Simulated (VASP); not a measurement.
# RuC2 (Fd-3m) in VASP: further runs

The runs below take RuC2 through single point, relaxation of cell and atoms, with PBE.

All numbers are computed with VASP 6.6.1; they aren't measurements. Logs are shortened: lines on timing, memory, paths and dates and some standing lists are left out, and cuts for length are marked.

**1. The cell of the first run**

It takes space group Fd-3m (No. 227, cubic). The conventional cell has a = 8.551 Å, b = 8.551 Å, c = 8.551 Å, α = 90.00°, β = 90.00°, γ = 90.00°. Within 2.5 Å of Ru (site symmetry -43m) lie 4 C at 1.85 Å. C (site symmetry -3m) has 2 Ru at 1.85 Å within 2.5 Å.

**2. Single point, PBE**

Input file INCAR:

```
PREC     = Accurate       # precision mode
ENCUT    = 520            # plane-wave cutoff, eV
EDIFF    = 1E-6           # SCF threshold, eV
ISMEAR   = 0              # smearing method
SIGMA    = 0.1            # smearing width, eV
LREAL    = False          # projectors in reciprocal space
LASPH    = True           # aspherical terms in the spheres
NELM     = 100            # most SCF steps
ALGO     = Normal         # electronic algorithm
ISIF     = 2              # what is computed and relaxed
LWAVE    = False          # write WAVECAR
LCHARG   = True           # write CHGCAR
GGA      = PE             # functional
LELF     = True           # ELF
LVHAR    = True         
NBANDS   = 31             # bands
```

Input file KPOINTS:

```
Automatic mesh
0
Gamma
  8 8 8
```

Input file POSCAR:

```
RuC2
1.0
    0.0000000000      4.2756436082      4.2756436082
    4.2756436082      0.0000000000      4.2756436082
    4.2756436082      4.2756436082      0.0000000000
Ru C
2 4
Direct
    0.5000000000      0.5000000000      0.5000000000
    0.7500000000      0.7500000000      0.7500000000
    0.6250000000      0.6250000000      0.6250000000
    0.6250000000      0.6250000000      0.1250000000
    0.6250000000      0.1250000000      0.6250000000
    0.1250000000      0.6250000000      0.6250000000
```

Potentials or basis: VASP PAW PBE potentials, release 64 (Ru_pv, C).

Command:

```console
> cat potpaw_PBE.64/Ru_pv/POTCAR potpaw_PBE.64/C/POTCAR > POTCAR
> mpirun -np 1 vasp_std > vasp.out
```

OUTCAR:

```text
PREC = Accurate
   ENCUT = 520
   EDIFF = 1E-6
   ISMEAR = 0
   LREAL = False
   LASPH = True
   NELM = 100
   ISIF = 2
   GGA = PE

 ion  position               nearest neighbor table
   1  0.500  0.500  0.500-   3 1.85   4 1.85   5 1.85   6 1.85
   2  0.750  0.750  0.750-   3 1.85   4 1.85   5 1.85   6 1.85
   3  0.625  0.625  0.625-   1 1.85   2 1.85
   4  0.625  0.625  0.125-   1 1.85   2 1.85
   5  0.625  0.125  0.625-   1 1.85   2 1.85
   6  0.125  0.625  0.625-   1 1.85   2 1.85

  LATTYP: Found a face centered cubic cell.
 ALAT       =     8.5512872164

  Lattice vectors:

 A1 = (   0.0000000000,   4.2756436082,   4.2756436082)
 A2 = (   4.2756436082,   0.0000000000,   4.2756436082)
 A3 = (   4.2756436082,   4.2756436082,   0.0000000000)

Analysis of symmetry for initial positions (statically):
=====================================================================
 Subroutine PRICEL returns:
 Original cell was already a primitive cell.

 Routine SETGRP: Setting up the symmetry group for a
 face centered cubic supercell.

 Subroutine GETGRP returns: Found 48 space group operations
 (whereof 24 operations were pure point group operations)
 out of a pool of 48 trial point group operations.

The static configuration has the point symmetry T_d .
 The point group associated with its full space group is O_h .

Analysis of symmetry for dynamics (positions and initial velocities):
=====================================================================
 Subroutine PRICEL returns:
 Original cell was already a primitive cell.

 Routine SETGRP: Setting up the symmetry group for a
 face centered cubic supercell.

 Subroutine GETGRP returns: Found 48 space group operations
 (whereof 24 operations were pure point group operations)
 out of a pool of 48 trial point group operations.

The dynamic configuration has the point symmetry T_d .
 The point group associated with its full space group is O_h .

 Subroutine INISYM returns: Found 48 space group operations
 (whereof 24 operations are pure point group operations),
 and found     1 'primitive' translations

----------------------------------------------------------------------------------------

                                     Primitive cell

  volume of cell :     156.3272

  direct lattice vectors                    reciprocal lattice vectors
     0.000000000  4.275643608  4.275643608    -0.116941459  0.116941459  0.116941459
     4.275643608  0.000000000  4.275643608     0.116941459 -0.116941459  0.116941459
     4.275643608  4.275643608  0.000000000     0.116941459  0.116941459 -0.116941459

  length of vectors
     6.046673179  6.046673179  6.046673179     0.202548548  0.202548548  0.202548548

  position of ions in fractional coordinates (direct lattice)
     0.500000000  0.500000000  0.500000000
     0.750000000  0.750000000  0.750000000
     0.625000000  0.625000000  0.625000000
     0.625000000  0.625000000  0.125000000
     0.625000000  0.125000000  0.625000000
     0.125000000  0.625000000  0.625000000

  ion indices of the primitive-cell ions
   primitive index   ion index
                 1           1
                 2           2
                 3           3
                 4           4
                 5           5
                 6           6

----------------------------------------------------------------------------------------

 KPOINTS: Automatic mesh

Automatic generation of k-mesh.
 Grid dimensions read from file:
 generate k-points for:    8    8    8

 Generating k-lattice:

  Cartesian coordinates                     Fractional coordinates (reciprocal lattice)
    -0.014617682  0.014617682  0.014617682     0.125000000  0.000000000  0.000000000
     0.014617682 -0.014617682  0.014617682     0.000000000  0.125000000  0.000000000
     0.014617682  0.014617682 -0.014617682     0.000000000  0.000000000  0.125000000

  Length of vectors
     0.025318568  0.025318568  0.025318568

  Shift w.r.t. Gamma in fractional coordinates (k-lattice)
     0.000000000  0.000000000  0.000000000

 Subroutine IBZKPT returns following result:
 ===========================================

 Found     29 irreducible k-points:

 Following reciprocal coordinates:
            Coordinates               Weight
  0.000000  0.000000  0.000000      1.000000
  0.125000  0.000000  0.000000      8.000000
  0.250000  0.000000  0.000000      8.000000
  0.375000  0.000000  0.000000      8.000000
  0.500000  0.000000  0.000000      4.000000
  0.125000  0.125000  0.000000      6.000000
[... 16 lines left out ...]
  0.500000  0.250000  0.125000     48.000000
 -0.375000  0.250000  0.125000     24.000000
 [... further k-points ...]
   k-points           NKPTS =     29   k-points in BZ     NKDIM =     29   number of bands    NBANDS=     31
   number of dos      NEDOS =    301   number of ions     NIONS =      6
   total plane-waves  NPLWV = 110592
   dimension x,y,z NGX =    48 NGY =   48 NGZ =   48
   dimension x,y,z NGXF=    96 NGYF=   96 NGZF=   96
   ions per type =               2   4
   NGX,Y,Z   is equivalent  to a cutoff of  13.20, 13.20, 13.20 a.u.
   NGXF,Y,Z  is equivalent  to a cutoff of  26.39, 26.39, 26.39 a.u.
 SYSTEM =  unknown system
   PREC   = accura    normal or accurate (medium, high low for compatibility)
   ISTART =      0    job   : 0-new  1-cont  2-samecut
   ICHARG =      2    charge: 1-file 2-atom 10-const
   ISPIN  =      1    spin polarized calculation?
   LNONCOLLINEAR =      F non collinear calculations
   LSORBIT =      F    spin-orbit coupling
   LASPH  =      T    aspherical Exc in radial PAW
   ENCUT  =  520.0 eV  38.22 Ry    6.18 a.u.  11.24 11.24 11.24*2*pi/ulx,y,z
   NELM   =    100;   NELMIN=  2; NELMDL= -5     # of ELM steps
   EDIFF  = 0.1E-05   stopping-criterion for ELM
   LREAL  =      F    real-space projection
   EDIFFG = 0.1E-04   stopping-criterion for IOM
   NSW    =      0    number of steps for IOM
   IBRION =     -1    ionic relax: 0-MD 1-quasi-New 2-CG
   NFREE  =      0    steps in history (QN), initial steepest desc. (CG)
   ISIF   =      2    stress and relaxation
   ISYM   =      2    0-nonsym 1-usesym 2-fastsym
   POTIM  = 0.5000    time-step for ionic-motion
   TEBEG  =    0.0;   TEEND  =   0.0 temperature during run
   PSTRESS=    0.0 pullay stress
   NELECT =      44.0000    total number of electrons
   NUPDOWN=      -1.0000    fix difference up-down
   EMIN   =  10.00;   EMAX   =-10.00  energy-range for DOS
   EFERMI =   0.00;   METHOD = LEGACY
   ISMEAR =     0;   SIGMA  =   0.10  broadening in eV -4-tet -1-fermi 0-gaus
   EFERMI_NEDOS =   21; number of points for ismear=-14 and -15
   IALGO  =     38    algorithm
   IMIX   =      4    mixing-type and parameters
     AMIX     =   0.40;   BMIX     =  1.00
     AMIX_MAG =   1.60;   BMIX_MAG =  1.00
  volume/ion in A,a.u.               =      26.05       175.82
  Fermi-wavevector in a.u.,A,eV,Ry     =   1.072871  2.027432 15.661020  1.151052
  Thomas-Fermi vector in A             =   2.208654
   LORBIT       =      0    0 simple, 1 ext, 2 COOP (PROOUT), +10 PAW based schemes
   GGA     = PE    functional components
   LHFCALC =     F    Hartree Fock is set to
   AEXX    =    0.0000 exact exchange contribution
   IVDW    =     0    specifies the selected vdW correction
   LEPSILON=     F    determine dielectric tensor
   LRPA    =     F    only Hartree local field effects (RPA)
 non-spin polarized calculation
 Gauss-broadening in eV      SIGMA  =   0.10
  energy-cutoff  :      520.00
  volume of cell :      156.33
 maximum number of plane-waves:      4279
 NGX is ok and might be reduce to    48
   NGX = 23   NGY = 23   NGZ = 23

 number of electron      44.0000000 magnetization

 Free energy of the ion-electron system (eV)
  ---------------------------------------------------
  ext. energy  EPLUGINS =         0.00000000
  ---------------------------------------------------
  free energy    TOTEN  =       -45.40090925 eV

  energy without entropy =      -45.38297933  energy(sigma->0) =      -45.39194429

 E-fermi :  -0.2657     XC(G=0):  -6.9608

 val. band max:       -0.2824877643   @ k =  -0.3750   0.2500   0.0000
 cond. band min:      -0.2397692066   @ k =   0.3750   0.3750   0.0000
 fundamental gap:      0.0427185577
 Fermi energy:        -0.2657213821

 k-point     1 :       0.0000    0.0000    0.0000
  band No.  band energies     occupation
      1     -43.8568      2.00000
      2     -43.8568      2.00000
      3     -43.8568      2.00000
      4     -43.8553      2.00000
      5     -43.8553      2.00000
      6     -43.8553      2.00000
[... 23 lines left out ...]
     30       4.5432      0.00000
     31       7.0765      0.00000

 k-point     2 :       0.1250    0.0000    0.0000
  band No.  band energies     occupation
      1     -43.8573      2.00000
      2     -43.8570      2.00000
      3     -43.8570      2.00000
      4     -43.8550      2.00000
      5     -43.8550      2.00000
      6     -43.8548      2.00000
[... 23 lines left out ...]
     30       4.6871      0.00000
     31       6.7473      0.00000

 k-point     3 :       0.2500    0.0000    0.0000
  band No.  band energies     occupation
      1     -43.8581      2.00000
      2     -43.8575      2.00000
      3     -43.8575      2.00000
      4     -43.8546      2.00000
      5     -43.8546      2.00000
      6     -43.8540      2.00000
[... 23 lines left out ...]
     30       5.0751      0.00000
     31       5.9448      0.00000

 k-point     4 :       0.3750    0.0000    0.0000
  band No.  band energies     occupation
      1     -43.8586      2.00000
      2     -43.8579      2.00000
      3     -43.8579      2.00000
      4     -43.8542      2.00000
      5     -43.8542      2.00000
      6     -43.8535      2.00000
[... 635 lines left out ...]
     30       5.3720      0.00000
     31       5.7348      0.00000

 k-point    23 :       0.5000    0.2500    0.1250
  band No.  band energies     occupation
      1     -43.8591      2.00000
      2     -43.8584      2.00000
      3     -43.8572      2.00000
      4     -43.8549      2.00000
      5     -43.8537      2.00000
      6     -43.8530      2.00000
[... 23 lines left out ...]
     30       4.7822      0.00000
     31       5.8257      0.00000

 k-point    24 :      -0.3750    0.2500    0.1250
  band No.  band energies     occupation
      1     -43.8592      2.00000
      2     -43.8585      2.00000
      3     -43.8572      2.00000
      4     -43.8549      2.00000
      5     -43.8536      2.00000
      6     -43.8529      2.00000
[... 23 lines left out ...]
     30       4.0443      0.00000
     31       5.8623      0.00000

 [... further k-points ...]
[... 5 lines left out ...]
  --------------------------------------------------------------------------------------
  -------------------------------------------------------------------------------------
  Total       -0.0499068     -0.0499068     -0.0499068      0.0000000      0.0000000      0.0000000
  in kB       -0.5114880     -0.5114880     -0.5114880      0.0000000      0.0000000      0.0000000
  external PRESSURE =      -0.5114880 kB  Pullay stress =       0.0000000 kB

 VOLUME and BASIS-vectors are now :
 -----------------------------------------------------------------------------
  energy-cutoff  :      520.00
  volume of cell :      156.33
      direct lattice vectors                 reciprocal lattice vectors
     0.000000000  4.275643608  4.275643608    -0.116941459  0.116941459  0.116941459
     4.275643608  0.000000000  4.275643608     0.116941459 -0.116941459  0.116941459
     4.275643608  4.275643608  0.000000000     0.116941459  0.116941459 -0.116941459

 POSITION                                       TOTAL-FORCE (eV/Angst)
 -----------------------------------------------------------------------------------
      4.27564      4.27564      4.27564        -0.000000     -0.000000     -0.000000
      6.41347      6.41347      6.41347         0.000000      0.000000      0.000000
      5.34455      5.34455      5.34455         0.000000      0.000000      0.000000
      3.20673      3.20673      5.34455         0.000000      0.000000      0.000000
      3.20673      5.34455      3.20673         0.000000      0.000000      0.000000
      5.34455      3.20673      3.20673         0.000000      0.000000      0.000000
 -----------------------------------------------------------------------------------
    total drift:                                0.000000     -0.000000     -0.000000

  FREE ENERGIE OF THE ION-ELECTRON SYSTEM (eV)
  ---------------------------------------------------
  free  energy   TOTEN  =       -45.4009092508 eV

  energy  without entropy=      -45.3829793266  energy(sigma->0) =      -45.39194429
```

It took 5.7 min on 1 thread of AMD EPYC, shared host; peak memory 0.34 GiB.

Results:

* Free energy: -45.4009 eV
* Pressure: -0.1 GPa
* Band gap on the k mesh: zero (band 22 reaches -0.06 eV, above the bottom of band 23 at -0.77 eV)

Levels at points of the mesh, in eV from the Fermi level:
```
           k point  band 19  band 20  band 21  band 22  band 23  band 24  band 25  band 26
(0.00, 0.00, 0.00)    -1.37    -1.37    -1.37    -0.02    -0.02    -0.02     1.13     1.13
(0.50, 0.00, 0.00)    -2.30    -0.86    -0.86    -0.50    -0.50     1.14     3.08     3.25
(0.50, 0.50, 0.00)    -2.64    -2.64     0.21     0.21     0.40     0.40     3.05     3.05
```

**3. Relaxation of cell and atoms, PBE**

Input file INCAR:

```
ALGO     = Normal         # electronic algorithm
EDIFF    = 1E-7           # SCF threshold, eV
EDIFFG   = -0.01          # ionic threshold
ENCUT    = 600            # plane-wave cutoff, eV
GGA      = PE             # functional
IBRION   = 2              # ionic algorithm
ISIF     = 3              # what is computed and relaxed
ISMEAR   = 0              # smearing method
LASPH    = T              # aspherical terms in the spheres
LCHARG   = F              # write CHGCAR
LREAL    = F              # projectors in reciprocal space
LWAVE    = F              # write WAVECAR
NELM     = 100            # most SCF steps
NSW      = 100            # ionic steps
PREC     = Accurate       # precision mode
SIGMA    = 0.1            # smearing width, eV
```

Input file KPOINTS:

```
k-points
0
Gamma
  8 8 8
```

Changes to POSCAR since step 2:

```diff
@@ -2,5 +2,5 @@
 1.0
-    0.0000000000      4.2756436082      4.2756436082
-    4.2756436082      0.0000000000      4.2756436082
-    4.2756436082      4.2756436082      0.0000000000
+    0.0000000000      4.2767584618      4.2767584618
+    4.2767584618      0.0000000000      4.2767584618
+    4.2767584618      4.2767584618      0.0000000000
 Ru C
```

Potentials or basis: VASP PAW PBE potentials, release 64 (Ru_pv, C).

Command:

```console
> cat potpaw_PBE.64/Ru_pv/POTCAR potpaw_PBE.64/C/POTCAR > POTCAR
> mpirun -np 1 vasp_std > vasp.out
```

Wall time 12 min (1 thread of AMD EPYC, shared host); peak memory 0.38 GiB.

It converged, with:

```
Free energy                            : -45.4032 eV
Relaxed volume                         : 26.02 Å³/atom
Relaxed cell                           : a = 6.044 Å, b = 6.044 Å, c = 6.044 Å, α = 60.00°, β = 60.00°, γ = 60.00°
Space group after relaxing (to 0.05 Å) : Fd-3m (No. 227)
Energy gained by relaxing              : 0.0 meV/atom
Ionic steps                            : 3
Pressure after relaxing                : 0.0 GPa
Band gap on the k mesh                 : zero (band 22 reaches -0.05 eV, above the bottom of band 23 at -0.76 eV)
```

Step by step:
```tsv
step	energy change (eV)	largest force (eV/Å)	pressure (GPa)	volume (Å³)
1	0.0000	0.0000	-0.17	156.45
2	0.0000	0.0000	0.19	155.81
3	-0.0002	0.0000	0.00	156.14
```

Final structure:
```cif
data_structure
_symmetry_space_group_name_H-M 'P 1'
_symmetry_Int_Tables_number 1
_cell_length_a 6.0443
_cell_length_b 6.0443
_cell_length_c 6.0443
_cell_angle_alpha 60.000
_cell_angle_beta 60.000
_cell_angle_gamma 60.000
_cell_volume 156.14
loop_
_atom_site_label
_atom_site_type_symbol
_atom_site_fract_x
_atom_site_fract_y
_atom_site_fract_z
_atom_site_occupancy
Ru1 Ru 0.50000 0.50000 0.50000 1
Ru2 Ru 0.75000 0.75000 0.75000 1
C1 C 0.62500 0.62500 0.62500 1
C2 C 0.62500 0.62500 0.12500 1
C3 C 0.62500 0.12500 0.62500 1
C4 C 0.12500 0.62500 0.62500 1
```

Levels at points of the mesh, in eV from the Fermi level:
```csv
k point,band 19,band 20,band 21,band 22,band 23,band 24,band 25,band 26
"(0.00, 0.00, 0.00)",-1.37,-1.37,-1.37,-0.02,-0.02,-0.02,1.13,1.13
"(0.50, 0.00, 0.00)",-2.30,-0.86,-0.86,-0.50,-0.50,1.14,3.09,3.26
"(0.50, 0.50, 0.00)",-2.64,-2.64,0.21,0.21,0.40,0.40,3.05,3.05
```
